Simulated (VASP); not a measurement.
Here is a VASP 6.6.1 calculation.

Contents of INCAR:

```
  PREC = Accurate
  ENCUT = 520
  EDIFF = 1E-6
  ISMEAR = 0
  SIGMA = 0.1
  LREAL = False
  LASPH = True
  NELM = 100
  ALGO = Normal
  ISIF = 2
  LWAVE = False
  LCHARG = True
  GGA = PS
  LELF = True
  LVHAR = True
  ISYM = 0
  NBANDS = 14
```

The input KPOINTS:

```
regular mesh
0
Gamma
  12 12 13
```

File POSCAR:

```
HfC
1.0
    3.2578677663      0.0000000000      0.0000000000
   -1.6289338832      2.8213962478      0.0000000000
    1.6289338832      0.9404654159      2.6600378923
Hf C
1 1
Direct
    0.0000000000      0.5000000000      0.5000000000
    0.0000000000      0.0000000000      0.0000000000
```

Potentials or basis: VASP PAW PBE potentials, release 64 (Hf_pv, C).

Launch:

```sh
$ cat potpaw_PBE.64/Hf_pv/POTCAR potpaw_PBE.64/C/POTCAR > POTCAR
$ mpirun -np 1 vasp_std > vasp.out
```

Task: Predict the pressure.

Result: -0.4 GPa.

Task: Predict the band gap on the k mesh.

Result: Zero (bands 7 and 8 overlap by 1.46 eV).

Caveat: the PAW data sets were made with another functional, which shifts forces and pressure a little; spin-orbit coupling is left out, which moves the levels of the heavy elements.
